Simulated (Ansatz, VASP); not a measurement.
**AlN in VASP and in Ansatz**

Contents of POSCAR:

```
AlN
1.0
    0.0000000000      1.7773151800      2.6659727699
    1.7773151800      0.0000000000      2.6659727699
    1.7773151800      1.7773151800      0.0000000000
Al N
1 1
Direct
    0.5000000000      0.5000000000      0.5000000000
    0.0000000000      0.0000000000      0.0000000000
```

The input INCAR.step1:

```
PREC = Accurate
ENCUT = 520
ISMEAR = 0
SIGMA = 0.05
LREAL = False
LASPH = True
NELM = 60
NBANDS = 11
GGA = PE
ALGO = Normal
EDIFF = 1E-4
LWAVE = True
LCHARG = False
```

Contents of INCAR.step2:

```
PREC = Accurate
ENCUT = 520
EDIFF = 1E-6
ISMEAR = 0
SIGMA = 0.05
LREAL = False
LASPH = True
NELM = 60
ALGO = Normal
ISIF = 2
LWAVE = False
LCHARG = False
METAGGA = R2SCAN
LMIXTAU = True
NBANDS = 11
ISTART = 1
```

File KPOINTS:

```
Automatic mesh
0
Gamma
  10 10 10
```

Input for Ansatz:

```yaml
crystal:
  lattice:
    - [0.0, 1.77731518, 2.6659727699]
    - [1.77731518, 0.0, 2.6659727699]
    - [1.77731518, 1.77731518, 0.0]
  atoms:
    - { symbol: Al, position: [0.5, 0.5, 0.5] }
    - { symbol: "N", position: [0.0, 0.0, 0.0] }
basis:
  ecutwfc: 500
kpoints:
  mp_grid: { grid: [10, 10, 10] }
hamiltonian:
  xc: r2scan
scf:
  occupations: { method: gaussian, width: 0.05 }
output:
  forces: true
  stress: true
  eigenvalues: true
```

Alike in both runs: task single point; functional r2SCAN; k mesh 10 × 10 × 10; occupations gaussian, width 0.05 eV; no spin polarisation.

|  | VASP | Ansatz |
| --- | --- | --- |
| version | VASP 6.6.1 | Ansatz 0.2.0 |
| potentials or method | VASP PAW PBE potentials, release 64 (Al, N), cutoff 520 eV | scalar-relativistic, plane waves, PAW |
| valence electrons in the cell | 8 | 8 |

VASP gave:

| Item | Value |
| --- | --- |
| gap on the k mesh at the Fermi level (eV) | 4.06 |
| least direct gap on the mesh (eV) | 4.08 |

Problem. Which values does Ansatz return?

Solution. gap on the k mesh at the Fermi level (eV): 4.07; least direct gap on the mesh (eV): 4.09.

VASP's potentials were made for PBE, not for r2SCAN. With one functional, cell and mesh, what is left measures potentials, basis and numerics.
